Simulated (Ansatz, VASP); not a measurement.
**Two plane-wave programs on Pb**

```
CELL_PARAMETERS angstrom
0.00000 3.99977 -3.99977
-3.99977 0.00000 3.99977
1.99988 1.99988 1.99988
ATOMIC_POSITIONS crystal
Pb 0.00000 0.00000 0.00000
Pb 0.33333 0.66667 0.33333
Pb 0.66667 0.33333 0.66667
```

Alike in both runs: task single point; functional PBE; k mesh 8 × 8 × 11; occupations fermi-dirac, width 0.08 eV; no spin polarisation.

|  | VASP | Ansatz |
| --- | --- | --- |
| version | VASP 6.6.1 | Ansatz 0.2.0 |
| potentials or method | VASP PAW PBE potentials, release 64 (Pb_d) | PAW with Ansatz's default frozen-core files, scalar-relativistic |
| plane-wave cutoff (eV) | 520 | 420 |
| valence electrons in the cell | 42 | 42 |

|  | VASP | Ansatz | Ansatz less VASP |
| --- | --- | --- | --- |
| pressure (GPa) | 0.0 | 0.0 | +0.06 |

Neither program's run includes spin-orbit coupling.
